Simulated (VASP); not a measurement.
# MgO (Fm-3m) in VASP: single point with HSE06

Aim: the single point of MgO with HSE06.

Everything below comes from runs of VASP 6.6.1. Logs are shortened: lines on timing, memory, paths and dates and some standing lists are left out, and cuts for length are marked.

## Step 1: The cell of the first run

It takes space group Fm-3m (No. 225, cubic). Conventional cell: a = 4.215 Å, b = 4.215 Å, c = 4.215 Å, α = 90.00°, β = 90.00°, γ = 90.00°. Within 2.8 Å of Mg (site symmetry m-3m) lie 6 O at 2.11 Å. O (site symmetry m-3m) has 6 Mg at 2.11 Å within 2.8 Å.

## Step 2: Single point, HSE06

Input file POSCAR:

```
MgO
1.0
    0.0000000000      2.1074622199      2.1074622199
    2.1074622199      0.0000000000      2.1074622199
    2.1074622199      2.1074622199      0.0000000000
Mg O
1 1
Direct
    0.0000000000      0.0000000000      0.0000000000
    0.5000000000      0.5000000000      0.5000000000
```

Input file INCAR.step1:

```
SYSTEM = MgO
PREC     = Accurate       ! precision mode
ENCUT    = 520            ! plane-wave cutoff, eV
EDIFF    = 1E-5           ! SCF threshold, eV
ISMEAR   = 0              ! smearing method
SIGMA    = 0.01           ! smearing width, eV
LREAL    = .False.        ! projectors in reciprocal space
LASPH    = .True.         ! aspherical terms in the spheres
NELM     = 60             ! most SCF steps
ALGO     = Normal         ! electronic algorithm
ISIF     = 2              ! what is computed and relaxed
LWAVE    = .True.         ! write WAVECAR
LCHARG   = .False.        ! write CHGCAR
NBANDS   = 11             ! bands
GGA      = PE             ! functional
```

Input file INCAR.step2:

```
SYSTEM = MgO
PREC     = Accurate       ! precision mode
ENCUT    = 520            ! plane-wave cutoff, eV
EDIFF    = 1E-6           ! SCF threshold, eV
ISMEAR   = 0              ! smearing method
SIGMA    = 0.01           ! smearing width, eV
LREAL    = .False.        ! projectors in reciprocal space
LASPH    = .True.         ! aspherical terms in the spheres
NELM     = 60             ! most SCF steps
ALGO     = Normal         ! electronic algorithm
ISIF     = 2              ! what is computed and relaxed
LWAVE    = .False.        ! write WAVECAR
LCHARG   = .False.        ! write CHGCAR
GGA      = PE             ! functional
LHFCALC  = .True.         ! exact exchange
HFSCREEN = 0.2079         ! screening, 1/A
PRECFOCK = Normal       
NBANDS   = 11             ! bands
ISTART   = 1
```

Input file KPOINTS:

```
regular mesh
0
Gamma
  6 6 6
  0 0 0
```

Potentials or basis: VASP PAW PBE potentials, release 64 (Mg, O).

Started as:

```console
$ cat potpaw_PBE.64/Mg/POTCAR potpaw_PBE.64/O/POTCAR > POTCAR
$ cp INCAR.step1 INCAR
$ mpirun -np 1 vasp_std > vasp.out
$ cp INCAR.step2 INCAR
$ mpirun -np 1 vasp_std > vasp.out
```

OUTCAR:

```text
SYSTEM = MgO
   PREC = Accurate
   ENCUT = 520
   EDIFF = 1E-6
   ISMEAR = 0
   LREAL = .False.
   LASPH = .True.
   NELM = 60
   ISIF = 2
   GGA = PE
   LHFCALC = .True.
   HFSCREEN = 0.2079
   PRECFOCK = Normal
   ISTART = 1

 ion  position               nearest neighbor table
   1  0.000  0.000  0.000-   2 2.11   2 2.11   2 2.11   2 2.11   2 2.11   2 2.11
   2  0.500  0.500  0.500-   1 2.11   1 2.11   1 2.11   1 2.11   1 2.11   1 2.11

  LATTYP: Found a face centered cubic cell.
 ALAT       =     4.2149244398

  Lattice vectors:

 A1 = (   0.0000000000,   2.1074622199,   2.1074622199)
 A2 = (   2.1074622199,   0.0000000000,   2.1074622199)
 A3 = (   2.1074622199,   2.1074622199,   0.0000000000)

Analysis of symmetry for initial positions (statically):
=====================================================================
 Subroutine PRICEL returns:
 Original cell was already a primitive cell.

 Routine SETGRP: Setting up the symmetry group for a
 face centered cubic supercell.

 Subroutine GETGRP returns: Found 48 space group operations
 (whereof 48 operations were pure point group operations)
 out of a pool of 48 trial point group operations.

The static configuration has the point symmetry O_h .

Analysis of symmetry for dynamics (positions and initial velocities):
=====================================================================
 Subroutine PRICEL returns:
 Original cell was already a primitive cell.

 Routine SETGRP: Setting up the symmetry group for a
 face centered cubic supercell.

 Subroutine GETGRP returns: Found 48 space group operations
 (whereof 48 operations were pure point group operations)
 out of a pool of 48 trial point group operations.

The dynamic configuration has the point symmetry O_h .

 Subroutine INISYM returns: Found 48 space group operations
 (whereof 48 operations are pure point group operations),
 and found     1 'primitive' translations

----------------------------------------------------------------------------------------

                                     Primitive cell

  volume of cell :      18.7202

  direct lattice vectors                    reciprocal lattice vectors
     0.000000000  2.107462220  2.107462220    -0.237252177  0.237252177  0.237252177
     2.107462220  0.000000000  2.107462220     0.237252177 -0.237252177  0.237252177
     2.107462220  2.107462220  0.000000000     0.237252177  0.237252177 -0.237252177

  length of vectors
     2.980401654  2.980401654  2.980401654     0.410932825  0.410932825  0.410932825

  position of ions in fractional coordinates (direct lattice)
     0.000000000  0.000000000  0.000000000
     0.500000000  0.500000000  0.500000000

  ion indices of the primitive-cell ions
   primitive index   ion index
                 1           1
                 2           2

----------------------------------------------------------------------------------------

 KPOINTS: regular mesh

Automatic generation of k-mesh.
 Grid dimensions read from file:
 generate k-points for:    6    6    6

 Generating k-lattice:

  Cartesian coordinates                     Fractional coordinates (reciprocal lattice)
    -0.039542030  0.039542030  0.039542030     0.166666667  0.000000000  0.000000000
     0.039542030 -0.039542030  0.039542030     0.000000000  0.166666667  0.000000000
     0.039542030  0.039542030 -0.039542030     0.000000000  0.000000000  0.166666667

  Length of vectors
     0.068488804  0.068488804  0.068488804

  Shift w.r.t. Gamma in fractional coordinates (k-lattice)
     0.000000000  0.000000000  0.000000000

 Subroutine IBZKPT returns following result:
 ===========================================

 Found     16 irreducible k-points:

 Following reciprocal coordinates:
            Coordinates               Weight
  0.000000  0.000000  0.000000      1.000000
  0.166667  0.000000  0.000000      8.000000
  0.333333  0.000000  0.000000      8.000000
  0.500000  0.000000  0.000000      4.000000
  0.166667  0.166667  0.000000      6.000000
  0.333333  0.166667  0.000000     24.000000
[... 8 lines left out ...]
 -0.333333  0.333333  0.166667     24.000000
 -0.333333  0.500000  0.166667     12.000000
   k-points           NKPTS =     16   k-points in BZ     NKDIM =    216   number of bands    NBANDS=     11
   number of dos      NEDOS =    301   number of ions     NIONS =      2
   total plane-waves  NPLWV =  13824
   dimension x,y,z NGX =    24 NGY =   24 NGZ =   24
   dimension x,y,z NGXF=    48 NGYF=   48 NGZF=   48
   ions per type =               1   1
   NGX,Y,Z   is equivalent  to a cutoff of  13.39, 13.39, 13.39 a.u.
   NGXF,Y,Z  is equivalent  to a cutoff of  26.77, 26.77, 26.77 a.u.
 SYSTEM =  MgO
   PREC   = accura    normal or accurate (medium, high low for compatibility)
   ISTART =      1    job   : 0-new  1-cont  2-samecut
   ICHARG =      0    charge: 1-file 2-atom 10-const
   ISPIN  =      1    spin polarized calculation?
   LNONCOLLINEAR =      F non collinear calculations
   LSORBIT =      F    spin-orbit coupling
   LASPH  =      T    aspherical Exc in radial PAW
   ENCUT  =  520.0 eV  38.22 Ry    6.18 a.u.   5.54  5.54  5.54*2*pi/ulx,y,z
   NELM   =     60;   NELMIN=  2; NELMDL=  0     # of ELM steps
   EDIFF  = 0.1E-05   stopping-criterion for ELM
   LREAL  =      F    real-space projection
   EDIFFG = 0.1E-04   stopping-criterion for IOM
   NSW    =      0    number of steps for IOM
   IBRION =     -1    ionic relax: 0-MD 1-quasi-New 2-CG
   NFREE  =      0    steps in history (QN), initial steepest desc. (CG)
   ISIF   =      2    stress and relaxation
   ISYM   =      3    0-nonsym 1-usesym 2-fastsym
   POTIM  = 0.5000    time-step for ionic-motion
   TEBEG  =    0.0;   TEEND  =   0.0 temperature during run
   PSTRESS=    0.0 pullay stress
   NELECT =       8.0000    total number of electrons
   NUPDOWN=      -1.0000    fix difference up-down
   EMIN   =  10.00;   EMAX   =-10.00  energy-range for DOS
   EFERMI =   0.00;   METHOD = LEGACY
   ISMEAR =     0;   SIGMA  =   0.01  broadening in eV -4-tet -1-fermi 0-gaus
   EFERMI_NEDOS =   21; number of points for ismear=-14 and -15
   IALGO  =     38    algorithm
   IMIX   =      1    mixing-type and parameters
     AMIX     =   0.40;   BMIX     =  1.00
     AMIX_MAG =   1.60;   BMIX_MAG =  1.00
  volume/ion in A,a.u.               =       9.36        63.16
  Fermi-wavevector in a.u.,A,eV,Ry     =   1.233110  2.330239 20.688467  1.520559
  Thomas-Fermi vector in A             =   2.367853
   LORBIT       =      0    0 simple, 1 ext, 2 COOP (PROOUT), +10 PAW based schemes
   GGA     = PE    functional components
   LHFCALC =     T    Hartree Fock is set to
   PRECFOCK=normal    Normal, Fast or Accurate (Low or Medium for compatibility)
   ENCUT4O =  -1.0   cutoff for four orbital integrals eV
   NKREDX  =     1    reduce k-point grid by
   NKREDY  =     1    reduce k-point grid by
   NKREDZ  =     1    reduce k-point grid by
   AEXX    =    0.2500 exact exchange contribution
   HFSCREEN=    0.2079 screening length (either q_TF or 0.3 A-1)
   HFSCREENC=   0.2079 screening length for correlation (either q_TF or 0.3 A-1)
   ENCUTFOCK=  -1.0 apply spherical cutoff to Coloumb kernel
   IVDW    =     0    specifies the selected vdW correction
   LEPSILON=     F    determine dielectric tensor
   LRPA    =     F    only Hartree local field effects (RPA)
 non-spin polarized calculation
 Gauss-broadening in eV      SIGMA  =   0.01
  energy-cutoff  :      520.00
  volume of cell :       18.72
 maximum number of plane-waves:       531
 NGX is ok and might be reduce to    24
  NGX = 18; NGY = 18; NGZ = 18

 number of electron       8.0000005 magnetization

 Free energy of the ion-electron system (eV)
  ---------------------------------------------------
  ext. energy  EPLUGINS =         0.00000000
  ---------------------------------------------------
  free energy    TOTEN  =       -14.20906641 eV

  energy without entropy =      -14.20906641  energy(sigma->0) =      -14.20906641

 E-fermi :   2.0609     XC(G=0):  -9.0894

 val. band max:        1.9268367390   @ k =   0.0000   0.0000   0.0000
 cond. band min:       8.3429382186   @ k =   0.0000   0.0000   0.0000
 fundamental gap:      6.4161014797
 Fermi energy:         2.0608593308

 k-point     1 :       0.0000    0.0000    0.0000
  band No.  band energies     occupation
      1     -16.8858      2.00000
      2       1.9268      2.00000
      3       1.9268      2.00000
      4       1.9268      2.00000
      5       8.3429      0.00000
      6      19.6636      0.00000
      7      19.6636      0.00000
      8      19.6636      0.00000
      9      23.5858      0.00000
     10      25.5174      0.00000
     11      25.5174      0.00000

 k-point     2 :       0.1667    0.0000    0.0000
  band No.  band energies     occupation
      1     -16.5895      2.00000
      2       0.3640      2.00000
      3       1.7378      2.00000
      4       1.7378      2.00000
      5       9.8090      0.00000
      6      17.3118      0.00000
      7      20.2694      0.00000
      8      20.2694      0.00000
      9      24.2254      0.00000
     10      24.2254      0.00000
     11      26.3485      0.00000

 k-point     3 :       0.3333    0.0000    0.0000
  band No.  band energies     occupation
      1     -15.9251      2.00000
      2      -1.9677      2.00000
      3       1.3837      2.00000
      4       1.3837      2.00000
      5      11.3821      0.00000
      6      16.3155      0.00000
      7      20.4950      0.00000
      8      20.4950      0.00000
      9      24.9884      0.00000
     10      24.9884      0.00000
     11      25.5010      0.00000
[... 155 lines left out ...]
 k-point    15 :      -0.3333    0.3333    0.1667
  band No.  band energies     occupation
      1     -15.3029      2.00000
      2      -1.8980      2.00000
      3      -0.7074      2.00000
      4       0.5631      2.00000
      5      14.4149      0.00000
      6      15.9345      0.00000
      7      16.6425      0.00000
      8      20.5450      0.00000
      9      24.8444      0.00000
     10      26.1760      0.00000
     11      32.0404      0.00000

 k-point    16 :      -0.3333    0.5000    0.1667
  band No.  band energies     occupation
      1     -15.2306      2.00000
      2      -1.8802      2.00000
      3      -0.4731      2.00000
      4       0.1373      2.00000
      5      14.3301      0.00000
      6      15.2790      0.00000
      7      16.5281      0.00000
      8      20.5798      0.00000
      9      24.4143      0.00000
     10      28.7770      0.00000
     11      30.4502      0.00000

------------------------ aborting loop because EDIFF is reached ----------------------------------------

  FORCE on cell =-STRESS in cart. coord.  units (eV):
  Direction    XX          YY          ZZ          XY          YZ          ZX
  --------------------------------------------------------------------------------------
  -------------------------------------------------------------------------------------
  Total       -0.2211358     -0.2211358     -0.2211358      0.0000000      0.0000000      0.0000000
  in kB      -18.9260592    -18.9260592    -18.9260592      0.0000000      0.0000000      0.0000000
  external PRESSURE =     -18.9260592 kB  Pullay stress =       0.0000000 kB

 VOLUME and BASIS-vectors are now :
 -----------------------------------------------------------------------------
  energy-cutoff  :      520.00
  volume of cell :       18.72
      direct lattice vectors                 reciprocal lattice vectors
     0.000000000  2.107462220  2.107462220    -0.237252177  0.237252177  0.237252177
     2.107462220  0.000000000  2.107462220     0.237252177 -0.237252177  0.237252177
     2.107462220  2.107462220  0.000000000     0.237252177  0.237252177 -0.237252177

 POSITION                                       TOTAL-FORCE (eV/Angst)
 -----------------------------------------------------------------------------------
      0.00000      0.00000      0.00000        -0.000000      0.000000     -0.000000
      2.10746      2.10746      2.10746         0.000000     -0.000000      0.000000
 -----------------------------------------------------------------------------------
    total drift:                               -0.000079     -0.000108     -0.000108

  FREE ENERGIE OF THE ION-ELECTRON SYSTEM (eV)
  ---------------------------------------------------
  free  energy   TOTEN  =       -14.2090664113 eV

  energy  without entropy=      -14.2090664113  energy(sigma->0) =      -14.20906641
```

Wall time 13 min (1 thread of Intel Xeon 8259CL, shared host); peak memory 0.25 GiB.

What came out:

```yaml
Free_energy: -14.2091 eV
Pressure: -1.9 GPa
Band_gap_on_the_k_mesh: 6.42 eV
```

Caveat: the k points lie up to 0.43 Å⁻¹ apart; the PAW data sets were made with another functional, which shifts forces and pressure a little.
